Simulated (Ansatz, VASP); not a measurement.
Two plane-wave programs on NaF

```
Na F
1.0
     3.32309    0.00000    0.00000
    -1.66155    2.87788    0.00000
     0.00000    0.00000    5.42656
Na F
2 2
Direct
  0.00000 0.00000 0.00000
  0.33333 0.66667 0.50000
  0.66667 0.33333 0.25000
  0.66667 0.33333 0.75000
```

Alike in both runs: task relaxation of cell and atoms; functional PBE; k mesh 9 × 9 × 6; occupations gaussian, width 0.02 eV; no spin polarisation.

```csv
,VASP,Ansatz
version,VASP 6.6.1,Ansatz 0.2.0
potentials or method,"VASP PAW PBE potentials, release 64 (Na_pv, F), cutoff 600 eV","scalar-relativistic, plane waves, PAW"
valence electrons in the cell,28,32
```

|  | VASP | Ansatz | Ansatz less VASP |
| --- | --- | --- | --- |
| gap on the k mesh at the Fermi level, each at its own relaxed structure (eV) | 5.52 | 5.52 | +0.001 |
| relaxed volume (Å³/atom) | 13.13 | 13.16 | +0.028 |
| relaxed cell length with the largest relative difference (Å) | 3.247 | 3.251 | +0.0033 |

VASP's potentials hold 28 valence electrons a cell and Ansatz's 32, so a difference there can come from the potentials and not from the codes.
